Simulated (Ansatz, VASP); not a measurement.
# One calculation of Be2CdO3, two programs

```
Be Cd O
1.0
    -0.00031    0.00061   -4.72695
     0.00005    5.18938   -0.00067
     4.54669   -2.59464    0.00063
Be Cd O
4 2 6
Direct
  0.50354 0.16556 0.64039
  0.00353 0.47482 0.64039
  0.00353 0.83444 0.35962
  0.50354 0.52517 0.35961
  0.48714 0.81111 0.00001
  0.98716 0.18887 0.00002
  0.35256 0.41910 0.57828
  0.35256 0.84081 0.42171
  0.46037 0.25313 0.00000
  0.85256 0.15921 0.57829
  0.85256 0.58092 0.42170
  0.96035 0.74685 0.00000
```

Change from the starting cell: cell x1, atoms moved at random (sigma 0.05 Å) and cell strained at random (1.5 %), then relaxed without symmetry.

Alike in both runs: functional PBE; k mesh 4 × 4 × 4; occupations gaussian, width 0.1 eV; no spin polarisation.

Ansatz relaxed the structure, and its values are those at the end. VASP's run is a single point on that final structure, the one shown.

|  | VASP | Ansatz |
| --- | --- | --- |
| version | VASP 6.6.1 | Ansatz 0.2.0 |
| potentials or method | VASP PAW PBE potentials, release 64 (Be, Cd, O), cutoff 520 eV | scalar-relativistic, plane waves, PAW |
| valence electrons in the cell | 68 | 84 |

```tsv
	VASP	Ansatz	Ansatz less VASP
gap on the k mesh at the Fermi level (eV)	1.99	1.99	+0.003
least direct gap on the mesh (eV)	2.45	2.45	+0.001
pressure (GPa)	0.9	0.0	-0.94
rms of the force components (eV/Å)	0.028	0.001	-0.0273
```

VASP's potentials hold 68 valence electrons a cell and Ansatz's 84, so a difference there can come from the potentials and not from the codes.
